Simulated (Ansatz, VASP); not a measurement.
## SnS2 in VASP and in Ansatz

Contents of INCAR:

```
SYSTEM = SnS2
ALGO     = Normal         ! electronic algorithm
EDIFF    = 1E-6           ! SCF threshold, eV
ENCUT    = 500            ! plane-wave cutoff, eV
GGA      = RE             ! functional
GGA_COMPAT= .FALSE.      
ISIF     = 2              ! what is computed and relaxed
ISMEAR   = -1             ! smearing method
LASPH    = .TRUE.         ! aspherical terms in the spheres
LCHARG   = .FALSE.        ! write CHGCAR
LREAL    = .FALSE.        ! projectors in reciprocal space
LWAVE    = .FALSE.        ! write WAVECAR
NBANDS   = 20             ! bands
NELM     = 120            ! most SCF steps
PREC     = Accurate       ! precision mode
SIGMA    = 0.02           ! smearing width, eV
```

Contents of KPOINTS:

```
k-points
0
G
  6 6 3
  0 0 0
```

File POSCAR:

```
SnS2
1.0
    3.6390000000      0.0000000000      0.0000000000
   -1.8195000000      3.1514660000      0.0000000000
    0.0000000000      0.0000000000      5.8680000000
Sn S
1 2
Direct
    0.0000000000      0.0000000000      0.0000000000
    0.3333333333      0.6666666667      0.2500000000
    0.6666666667      0.3333333333      0.7500000000
```

Input for Ansatz:

```yaml
crystal:
  lattice:
    - [3.639, 0.0, 0.0]
    - [-1.8195, 3.151466, 0.0]
    - [0.0, 0.0, 5.868]
  atoms:
    - { symbol: Sn, position: [0.0, 0.0, 0.0] }
    - { symbol: S, position: [0.3333333333333333, 0.6666666666666666, 0.25] }
    - { symbol: S, position: [0.6666666666666666, 0.3333333333333333, 0.75] }
accuracy: low
basis:
  ecutwfc: 530.0
kpoints:
  mp_grid:
    grid: [6, 6, 3]
hamiltonian:
  xc: revpbe
scf:
  lower_state_search: standard
  mixing:
    algorithm: anderson
  occupations:
    method: fermi_dirac
    width: 0.02
output:
  stress: true
```

Alike in both runs: task single point; functional revPBE; k mesh 6 × 6 × 3; occupations fermi-dirac, width 0.02 eV; no spin polarisation.

```csv
,VASP,Ansatz
version,VASP 6.6.1,Ansatz 0.2.0
potentials or method,"VASP PAW PBE potentials, release 64 (Sn_d, S), cutoff 500 eV","plane waves, PAW"
valence electrons in the cell,26,26
```

Ansatz gave:

* pressure (GPa): 5.8
* traceless stress, the component that is largest in VASP (GPa): -0.24

Question: Which values does VASP return?

Answer: Pressure (GPa): 5.7; traceless stress, the component that is largest in VASP (GPa): -0.21.

VASP's potentials were made for PBE, not for revPBE. The functional is the same, so the differences come from potentials, cutoffs and numerics.
